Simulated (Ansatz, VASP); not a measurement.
**One calculation of Ca3Cl2, two programs**

```xyz
5
Lattice="4.0220 0.0000 0.0000 -2.0110 3.4831 0.0000 0.0000 0.0000 13.1630" Properties=species:S:1:pos:R:3 pbc="T T T"
Ca    0.0000    0.0000    0.0000
Ca    0.0000    2.3221    9.9268
Ca    2.0110    1.1610    3.2362
Cl    0.0000    2.3221    4.7115
Cl    2.0110    1.1610    8.4515
```

Alike in both runs: functional PBE; k mesh 12 × 12 × 4; occupations gaussian, width 0.1 eV; no spin polarisation.

Ansatz relaxed the structure, and its values are those at the end. VASP's run is a single point on that final structure, the one shown.

|  | VASP | Ansatz |
| --- | --- | --- |
| version | VASP 6.6.1 | Ansatz 0.2.0 |
| potentials or method | VASP PAW PBE potentials, release 64 (Ca_sv, Cl), cutoff 520 eV | scalar-relativistic, plane waves, PAW |
| valence electrons in the cell | 44 | 44 |

```tsv
	VASP	Ansatz	Ansatz less VASP
gap on the k mesh at the Fermi level (eV)	none	none	-
pressure (GPa)	0.0	0.0	-0.04
rms of the force components (eV/Å)	0.009	0.001	-0.0086
```

A gap of «none» marks a metal or a gap that the smearing closes. With one functional, cell and mesh, what is left measures potentials, basis and numerics.
